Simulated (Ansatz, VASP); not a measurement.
## BAs in VASP and in Ansatz

Contents of INCAR:

```
PREC = Accurate ; ENCUT = 500
EDIFF = 1E-6 ; ISMEAR = 0
SIGMA = 0.02 ; LREAL = F
LASPH = T ; NELM = 120
ALGO = Normal ; ISIF = 2
LWAVE = F ; LCHARG = F
GGA = PE ; NBANDS = 11
GGA_COMPAT = F
```

KPOINTS

```
Automatic mesh
0
Gamma
  10 10 10
```

File POSCAR:

```
BAs
1.0
    0.0000000000      2.3800963525      2.3800963525
    2.3800963525      0.0000000000      2.3800963525
    2.3800963525      2.3800963525      0.0000000000
B As
1 1
Direct
    0.0000000000      0.0000000000      0.0000000000
    0.2500000000      0.2500000000      0.2500000000
```

Input for Ansatz:

```yaml
crystal:
  lattice:
    - [0.0, 2.3800963525, 2.3800963525]
    - [2.3800963525, 0.0, 2.3800963525]
    - [2.3800963525, 2.3800963525, 0.0]
  atoms:
    - { symbol: B, position: [0.0, 0.0, 0.0] }
    - { symbol: As, position: [0.25, 0.25, 0.25] }
basis: {}
kpoints:
  mp_grid: { grid: [10, 10, 10] }
hamiltonian:
  xc: pbe
  pseudopotentials: { kind: all_electron, lapw: {} }
scf:
  occupations: { method: gaussian, width: 0.02 }
output:
  forces: true
  stress: true
  eigenvalues: true
```

Alike in both runs: task single point; functional PBE; k mesh 10 × 10 × 10; occupations gaussian, width 0.02 eV; no spin polarisation.

```csv
,VASP,Ansatz
version,VASP 6.6.1,Ansatz 0.2.0
potentials or method,"VASP PAW PBE potentials, release 64 (B, As), cutoff 500 eV","scalar-relativistic, all-electron LAPW"
```

|  | VASP | Ansatz | Ansatz less VASP |
| --- | --- | --- | --- |
| gap on the k mesh at the Fermi level (eV) | 1.16 | 1.18 | +0.011 |
| least direct gap on the mesh (eV) | 3.29 | 3.30 | +0.008 |
| pressure (GPa) | 5.0 | 4.3 | -0.74 |

Ansatz ran all-electron here, and VASP with PAW potentials.
